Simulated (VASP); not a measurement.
Write the native input for VASP 6.6.1 that does the following.

- Task: relaxation of cell and atoms
- Functional: PBE
- Potentials or basis: VASP PAW PBE potentials, release 64 (Ga_d, Ge_d)
- Cutoff: 600 eV
- k mesh: 11 × 11 × 11
- Occupations: fermi-dirac, width 0.1 eV
- Spin: no spin polarisation
- Dipole correction: no
- Further INCAR settings: ALGO = Normal; EDIFF = 1e-06; IBRION = 2; EDIFFG = -0.01; NSW = 80; ISIF = 3

The structure of GaGe3 lies in POSCAR:

```
GaGe3
1.0
    0.0000000000      3.3871670000      3.3871670000
    3.3871670000      0.0000000000      3.3871670000
    3.3871670000      3.3871670000      0.0000000000
Ga Ge
1 3
Direct
    0.0000000000      0.0000000000      0.0000000000
    0.2500000000      0.2500000000      0.2500000000
    0.7500000000      0.7500000000      0.7500000000
    0.5000000000      0.5000000000      0.5000000000
```

One way to write it, as run:

INCAR

```
SYSTEM = GaGe3
PREC = Accurate
ENCUT = 600
EDIFF = 1E-6
ISMEAR = -1
SIGMA = 0.1
LREAL = .False.
LASPH = .True.
NELM = 80
ALGO = Normal
ISIF = 3
LWAVE = .False.
LCHARG = .False.
GGA = PE
IBRION = 2
NSW = 80
EDIFFG = -0.01
```

KPOINTS

```
regular mesh
0
Gamma
  11 11 11
  0 0 0
```

Potentials or basis: VASP PAW PBE potentials, release 64 (Ga_d, Ge_d).

Command:

```sh
$ cat potpaw_PBE.64/Ga_d/POTCAR potpaw_PBE.64/Ge_d/POTCAR > POTCAR
$ mpirun -np 1 vasp_std > vasp.out
```

It gave:

```json
{
 "Relaxed volume": "19.30 Å³/atom",
 "Relaxed cell": "a = 4.779 Å, b = 4.779 Å, c = 4.779 Å, α = 60.00°, β = 60.00°, γ = 60.00°",
 "Space group after relaxing (to 0.1 Å)": "Fm-3m (No. 225)",
 "Energy gained by relaxing": "0.2 meV/atom",
 "Ionic steps": "3",
 "Pressure after relaxing": "0.0 GPa",
 "Band gap on the k mesh": "zero (an odd number of electrons rules out a gap without spin polarisation)"
}
```

It took 3.2 min on 1 thread of Intel(R) Xeon(R) 6975P-C (Granite Rapids) (shared host), peak memory 0.34 GiB.
